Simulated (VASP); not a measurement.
## MgB2: vibrations by perturbation theory with PBE

The system is MgB2.

```
CELL_PARAMETERS angstrom
3.07547 0.00000 0.00000
-1.53774 2.66344 0.00000
0.00000 0.00000 3.52585
ATOMIC_POSITIONS crystal
Mg 0.00000 0.00000 0.00000
B 0.33333 0.66667 0.50000
B 0.66667 0.33333 0.50000
```

```
Program                : VASP 6.6.1
Task                   : vibrations by perturbation theory
Functional             : PBE
Potentials or basis    : VASP PAW PBE potentials, release 64 (Mg, B)
Cutoff                 : 520 eV
k mesh                 : 15 × 15 × 12
Occupations            : fermi-dirac, width 0.15 eV
Spin                   : no spin polarisation
Dipole correction      : no
Further INCAR settings : ALGO = Normal; EDIFF = 1e-08; NBANDS = 11; IBRION = 8; NSW = 1
```

```json
{
  "Highest phonon frequency at Γ, LO-TO splitting left out": "685 cm⁻¹"
}
```

Phonon frequencies in cm⁻¹ (negative: imaginary):
```tsv
q point	frequencies
(0.000, 0.000, 0.000)	0 0 0 332 332 398 586 586 685
```

Run time: 7.5 min on 1 thread of AMD EPYC 7R13 Processor (Zen 3), with other jobs on the host, peak memory 0.69 GiB.
